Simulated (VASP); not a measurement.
A run of VASP 6.6.1:

Contents of INCAR:

```
SYSTEM = Cl
PREC     = Accurate       ! precision mode
ENCUT    = 600            ! plane-wave cutoff, eV
EDIFF    = 1E-6           ! SCF threshold, eV
ISMEAR   = -1             ! smearing method
SIGMA    = 0.05           ! smearing width, eV
LREAL    = .FALSE.        ! projectors in reciprocal space
LASPH    = .TRUE.         ! aspherical terms in the spheres
NELM     = 60             ! most SCF steps
ALGO     = Normal         ! electronic algorithm
ISIF     = 3              ! what is computed and relaxed
LWAVE    = .FALSE.        ! write WAVECAR
LCHARG   = .FALSE.        ! write CHGCAR
IBRION   = 2              ! ionic algorithm
NSW      = 80             ! ionic steps
EDIFFG   = -0.01          ! ionic threshold
```

File KPOINTS:

```
Automatic mesh
0
G
  16 16 16
  0 0 0
```

The input POSCAR:

```
Cl
1.0
    1.7750000000      1.7750000000      1.7750000000
   -1.7750000000      1.7750000000      1.7750000000
   -1.7750000000     -1.7750000000      1.7750000000
Cl
1
Direct
    0.0000000000      0.0000000000      0.0000000000
```

Potentials or basis: VASP PAW LDA potentials, release 64 (Cl).

Command:

```bash
$ cat potpaw_LDA.64/Cl/POTCAR > POTCAR
$ mpirun -np 1 vasp_std > vasp.out
```

Hardware: 1 thread of Intel(R) Xeon(R) Platinum 8259CL CPU @ 2.50GHz (Skylake/Cascade Lake) (shared host).

How long does it take, and how much memory?

Run time: 63 s on 1 thread of Intel(R) Xeon(R) Platinum 8259CL CPU @ 2.50GHz (Skylake/Cascade Lake), with other jobs on the host, peak memory 0.15 GiB. Counts: scf iterations 27, k points 145, ion steps 4.
